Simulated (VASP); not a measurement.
Write the native input for VASP 6.6.1 that does the following.

```
Task                   : single point
Functional             : PBE
Dispersion             : D3(BJ)
Potentials or basis    : VASP PAW PBE potentials, release 64 (Pb_d, S)
Cutoff                 : 520 eV
k mesh                 : 2 × 2 × 2, shifted
Occupations            : fermi-dirac, width 0.1034 eV
Spin                   : no spin polarisation
Dipole correction      : no
Further INCAR settings : LREAL = Auto; ALGO = Normal; EDIFF = 1e-06; NBANDS = 94
```

The structure of PbS lies in POSCAR:

```
PbS
1.0
    6.0080352647      0.0000000000      6.0080352647
    6.0080352647      6.0080352647      0.0000000000
    0.0000000000      6.0080352647      6.0080352647
Pb S
8 8
Direct
   -0.0559493221      0.0266127765     -0.0100707631
   -0.0038771410      0.5287981611     -0.0317541412
    0.4740057064      0.0091139612      0.0397031624
    0.5363446381      0.5113489460     -0.0217145030
   -0.0248598741      0.0111572248      0.5175463963
    0.0231708860      0.4946176860      0.4875311763
    0.5183694607      0.0038458496      0.4810101593
    0.5162756814      0.5067033341      0.4607289036
    0.2361085509      0.3342784141      0.2142446646
    0.2655427989      0.7390997729      0.2421467977
    0.7295145263      0.3042808372      0.2603188782
    0.7660663257      0.7205487833      0.2933102790
    0.2550103208      0.2233520512      0.7628041112
    0.2290181298      0.8355538506      0.7416935493
    0.7392439132      0.2196011578      0.7660899607
    0.7585885900      0.7596806275      0.7167169982
```

This cell differs from its parent crystal: dynamics (nvt langevin) at 1200 K, volume x 1.04, from the last frame before.

These files were run (other wordings do the same):

INCAR

```
SYSTEM = PbS
PREC = Accurate
ENCUT = 520
EDIFF = 1E-6
ISMEAR = -1
SIGMA = 0.1034
LREAL = Auto
LASPH = .TRUE.
NELM = 100
ALGO = Normal
ISIF = 2
LWAVE = .FALSE.
LCHARG = .TRUE.
GGA = PE
IVDW = 12
LELF = .TRUE.
LVHAR = .TRUE.
NBANDS = 94
```

KPOINTS

```
Automatic mesh
0
Gamma
  2 2 2
  0.5 0.5 0.5
```

Potentials or basis: VASP PAW PBE potentials, release 64 (Pb_d, S).

Run with:

```bash
$ cat potpaw_PBE.64/Pb_d/POTCAR potpaw_PBE.64/S/POTCAR > POTCAR
$ mpirun -np 1 vasp_std > vasp.out
```

It gave:

* Pressure: 0.6 GPa
* Largest force: 2.775 eV/Å
* Band gap on the k mesh: 1.07 eV
* Dispersion energy per atom: -0.334 eV

Caveat: the atoms stand as in a frame of molecular dynamics; spin-orbit coupling is left out, which moves the levels of the heavy elements; a shifted mesh leaves out Γ, where band edges can lie; forces of over 1 eV/Å act on the atoms, so gaps and moduli don't describe the material at rest.

Run time: 14 min on 1 thread of Intel(R) Xeon(R) Platinum 8375C CPU @ 2.90GHz (Ice Lake) (shared host), peak memory 0.79 GiB.
